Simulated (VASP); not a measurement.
# HfB (Fm-3m) in VASP: notebook, part 2 of 2

VASP 6.6.1.

## (3) Single point, PBEsol (volume scaled by 1.06)

File INCAR:

```
SYSTEM = HfB
PREC     = Accurate       ! precision mode
ENCUT    = 520            ! plane-wave cutoff, eV
EDIFF    = 1E-6           ! SCF threshold, eV
ISMEAR   = 0              ! smearing method
SIGMA    = 0.1            ! smearing width, eV
LREAL    = .False.        ! projectors in reciprocal space
LASPH    = .True.         ! aspherical terms in the spheres
NELM     = 60             ! most SCF steps
ALGO     = Normal         ! electronic algorithm
ISIF     = 2              ! what is computed and relaxed
LWAVE    = .False.        ! write WAVECAR
LCHARG   = .True.         ! write CHGCAR
GGA      = PS             ! functional
LELF     = .True.         ! ELF
LVHAR    = .True.       
NBANDS   = 14             ! bands
```

File KPOINTS:

```
regular mesh
0
Gamma
  16 16 16
  0 0 0
```

File POSCAR:

```
HfB
1.0
    0.0000000000      2.4408997653      2.4408997653
    2.4408997653      0.0000000000      2.4408997653
    2.4408997653      2.4408997653      0.0000000000
Hf B
1 1
Direct
    0.5000000000      0.5000000000      0.5000000000
    0.0000000000      0.0000000000      0.0000000000
```

Potentials or basis: VASP PAW PBE potentials, release 64 (Hf_pv, B).

Run with:

```
> cat potpaw_PBE.64/Hf_pv/POTCAR potpaw_PBE.64/B/POTCAR > POTCAR
> mpirun -np 1 vasp_std > vasp.out
```

Run time: 22 s. Hardware: 1 thread of Intel Xeon 6975P-C (Granite Rapids), shared host; peak memory 0.2 GiB.

Results (log left out):

```
Free energy : -18.3636 eV
Pressure    : -9.3 GPa
```

Levels at points of the mesh, in eV from the Fermi level:
| k point | band 4 | band 5 | band 6 | band 7 | band 8 | band 9 | band 10 | band 11 |
| --- | --- | --- | --- | --- | --- | --- | --- | --- |
| (0.00, 0.00, 0.00) | -9.01 | 1.97 | 1.97 | 1.97 | 3.53 | 3.53 | 3.53 | 3.58 |
| (0.50, 0.00, 0.00) | -4.55 | -4.49 | -1.10 | -1.10 | 5.44 | 5.44 | 6.22 | 7.55 |
| (0.50, 0.50, 0.00) | -6.26 | -1.29 | -0.76 | 1.88 | 1.88 | 5.20 | 6.51 | 6.51 |

Caveat: the PAW data sets were made with another functional, which shifts forces and pressure a little; spin-orbit coupling is left out, which moves the levels of the heavy elements.

## (4) Single point, PBEsol (volume scaled by 1.10)

File INCAR:

```
SYSTEM = HfB
PREC     = Accurate       ! precision mode
ENCUT    = 520            ! plane-wave cutoff, eV
EDIFF    = 1E-6           ! SCF threshold, eV
ISMEAR   = 0              ! smearing method
SIGMA    = 0.1            ! smearing width, eV
LREAL    = .FALSE.        ! projectors in reciprocal space
LASPH    = .TRUE.         ! aspherical terms in the spheres
NELM     = 60             ! most SCF steps
ALGO     = Normal         ! electronic algorithm
ISIF     = 2              ! what is computed and relaxed
LWAVE    = .FALSE.        ! write WAVECAR
LCHARG   = .FALSE.        ! write CHGCAR
GGA      = PS             ! functional
NBANDS   = 14             ! bands
```

File KPOINTS:

```
Automatic mesh
0
G
  16 16 16
  0 0 0
```

File POSCAR:

```
HfB
1.0
    0.0000000000      2.4712246022      2.4712246022
    2.4712246022      0.0000000000      2.4712246022
    2.4712246022      2.4712246022      0.0000000000
Hf B
1 1
Direct
    0.5000000000      0.5000000000      0.5000000000
    0.0000000000      0.0000000000      0.0000000000
```

Potentials or basis: VASP PAW PBE potentials, release 64 (Hf_pv, B).

Run with:

```
> cat potpaw_PBE.64/Hf_pv/POTCAR potpaw_PBE.64/B/POTCAR > POTCAR
> mpirun -np 1 vasp_std > vasp.out
```

OUTCAR:

```text
SYSTEM = HfB
   PREC = Accurate
   ENCUT = 520
   EDIFF = 1E-6
   ISMEAR = 0
   LREAL = .FALSE.
   LASPH = .TRUE.
   NELM = 60
   ISIF = 2
   GGA = PS

 ion  position               nearest neighbor table
   1  0.500  0.500  0.500-   2 2.47   2 2.47   2 2.47   2 2.47   2 2.47   2 2.47
   2  0.000  0.000  0.000-   1 2.47   1 2.47   1 2.47   1 2.47   1 2.47   1 2.47

  LATTYP: Found a face centered cubic cell.
 ALAT       =     4.9424492044

  Lattice vectors:

 A1 = (   0.0000000000,   2.4712246022,   2.4712246022)
 A2 = (   2.4712246022,   0.0000000000,   2.4712246022)
 A3 = (   2.4712246022,   2.4712246022,   0.0000000000)

Analysis of symmetry for initial positions (statically):
=====================================================================
 Subroutine PRICEL returns:
 Original cell was already a primitive cell.

 Routine SETGRP: Setting up the symmetry group for a
 face centered cubic supercell.

 Subroutine GETGRP returns: Found 48 space group operations
 (whereof 48 operations were pure point group operations)
 out of a pool of 48 trial point group operations.

The static configuration has the point symmetry O_h .

Analysis of symmetry for dynamics (positions and initial velocities):
[... 166 lines left out ...]

 k-point     1 :       0.0000    0.0000    0.0000
  band No.  band energies     occupation
      1     -25.5302      2.00000
      2     -25.5302      2.00000
      3     -25.5302      2.00000
      4      -5.1018      2.00000
      5       5.7002      0.00000
      6       5.7002      0.00000
      7       5.7002      0.00000
      8       7.2110      0.00000
      9       7.2110      0.00000
     10       7.2110      0.00000
     11       7.2253      0.00000
     12       7.2253      0.00000
     13      13.8851      0.00000
     14      14.6564      0.00000
[... 377 lines left out ...]
      1     -25.5623      2.00000
      2     -25.5398      2.00000
      3     -25.5317      2.00000
      4      -4.8670      2.00000
      5       5.0690      0.00000
      6       5.1039      0.00000
      7       5.4926      0.00000
      8       5.8350      0.00000
      9       6.7240      0.00000
     10       7.7184      0.00000
     11       8.3833      0.00000
     12       9.3200      0.00000
     13      14.2750      0.00000
     14      15.2371      0.00000

 [... further k-points ...]
[... 5 lines left out ...]
  --------------------------------------------------------------------------------------
  -------------------------------------------------------------------------------------
  Total       -2.6870455     -2.6870455     -2.6870455     -0.0000000      0.0000000     -0.0000000
  in kB     -142.6326521   -142.6326521   -142.6326521     -0.0000000      0.0000000     -0.0000000
  external PRESSURE =    -142.6326521 kB  Pullay stress =       0.0000000 kB

 VOLUME and BASIS-vectors are now :
 -----------------------------------------------------------------------------
  energy-cutoff  :      520.00
  volume of cell :       30.18
      direct lattice vectors                 reciprocal lattice vectors
     0.000000000  2.471224602  2.471224602    -0.202328837  0.202328837  0.202328837
     2.471224602  0.000000000  2.471224602     0.202328837 -0.202328837  0.202328837
     2.471224602  2.471224602  0.000000000     0.202328837  0.202328837 -0.202328837

 POSITION                                       TOTAL-FORCE (eV/Angst)
 -----------------------------------------------------------------------------------
      2.47122      2.47122      2.47122         0.000000     -0.000000     -0.000000
      0.00000      0.00000      0.00000        -0.000000      0.000000      0.000000
 -----------------------------------------------------------------------------------
    total drift:                                0.000000      0.000000      0.000000

  FREE ENERGIE OF THE ION-ELECTRON SYSTEM (eV)
  ---------------------------------------------------
  free  energy   TOTEN  =       -18.2827641487 eV

  energy  without entropy=      -18.2780080518  energy(sigma->0) =      -18.28038610
```

Wall time 26 s (1 thread of Intel Xeon 6975P-C (Granite Rapids), shared host); peak memory 0.2 GiB.

Results:

```yaml
Free_energy: -18.2828 eV
Pressure: -14.3 GPa
```

Caveat: the PAW data sets were made with another functional, which shifts forces and pressure a little; spin-orbit coupling is left out, which moves the levels of the heavy elements.

## (5) The runs side by side

```tsv
cell	gap on the mesh (eV)	pressure (GPa)
a = 3.419 Å, angles 60.0°, 2 atoms	none	-4.9
a = 3.452 Å, angles 60.0°, 2 atoms	none	-9.3
a = 3.495 Å, angles 60.0°, 2 atoms	none	-14.3
```

Alike in all rows: task single point; level PBEsol; potentials or basis VASP PAW PBE potentials, release 64 (Hf_pv, B); no spin polarisation; k mesh 16 × 16 × 16; cutoff (eV) 520; smearing gaussian 0.1 eV.

Caveats: the PAW data sets were made with another functional, which shifts forces and pressure a little; spin-orbit coupling is left out, which moves the levels of the heavy elements.

Absolute energies hang on the potentials; compare differences alone.
